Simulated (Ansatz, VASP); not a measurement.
**Two plane-wave programs on Ge**

Contents of INCAR:

```
SYSTEM = Ge
ALGO = Normal
EDIFF = 1E-6
ENCUT = 520
GGA = PS
ISIF = 2
ISMEAR = 0
LASPH = .True.
LCHARG = .True.
LELF = .True.
LREAL = .False.
LVHAR = .True.
LWAVE = .False.
NBANDS = 36
NELM = 60
PREC = Accurate
SIGMA = 0.15
```

Contents of KPOINTS:

```
k-points
0
Gamma
  12 12 8
  0 0 0
```

Contents of POSCAR:

```
Ge
1.0
    3.9969678618      0.0000000000      0.0000000000
   -1.9984839309      3.5307052205      0.0000000000
    0.0000000000      0.0000000000      6.5963651449
Ge
4
Direct
    0.6666666667      0.3333333333      0.0629118567
    0.3333333333      0.6666666667      0.5629118567
    0.6666666667      0.3333333333      0.4370881433
    0.3333333333      0.6666666667      0.9370881433
```

Input for Ansatz:

```yaml
crystal:
  lattice:
    - [3.9969678618, 0.0, 0.0]
    - [-1.9984839309, 3.5307052205, 0.0]
    - [0.0, 0.0, 6.5963651449]
  atoms:
    - { symbol: Ge, position: [0.6666666667, 0.3333333333, 0.0629118567] }
    - { symbol: Ge, position: [0.3333333333, 0.6666666667, 0.5629118567] }
    - { symbol: Ge, position: [0.6666666667, 0.3333333333, 0.4370881433] }
    - { symbol: Ge, position: [0.3333333333, 0.6666666667, 0.9370881433] }
basis:
  ecutwfc: 420
kpoints:
  mp_grid: { grid: [12, 12, 8] }
hamiltonian:
  xc: pbesol
scf:
  occupations: { method: gaussian, width: 0.15 }
output:
  forces: true
  stress: true
  eigenvalues: true
```

Change from the starting cell: strain +0.0200 x Voigt [0, 1, 0, 0, 0, 0], atoms carried along.

Alike in both runs: task single point; functional PBEsol; k mesh 12 × 12 × 8; occupations gaussian, width 0.15 eV; no spin polarisation.

```csv
,VASP,Ansatz
version,VASP 6.6.1,Ansatz 0.2.0
potentials or method,"VASP PAW PBE potentials, release 64 (Ge_d), cutoff 520 eV","scalar-relativistic, plane waves, PAW"
valence electrons in the cell,56,56
```

```tsv
	VASP	Ansatz	Ansatz less VASP
gap on the k mesh at the Fermi level (eV)	none	none	-
pressure (GPa)	-1.4	-1.2	+0.12
traceless stress, the component that is largest in VASP (GPa)	-1.79	-1.78	+0.003
rms of the force components (eV/Å)	0.091	0.092	+0.0008
```

VASP's potentials were made for PBE, not for PBEsol. Atom by atom the forces differ by 0.001 eV/Å (rms over components). A gap of «none» marks a metal or a gap that the smearing closes. With one functional, cell and mesh, what is left measures potentials, basis and numerics.
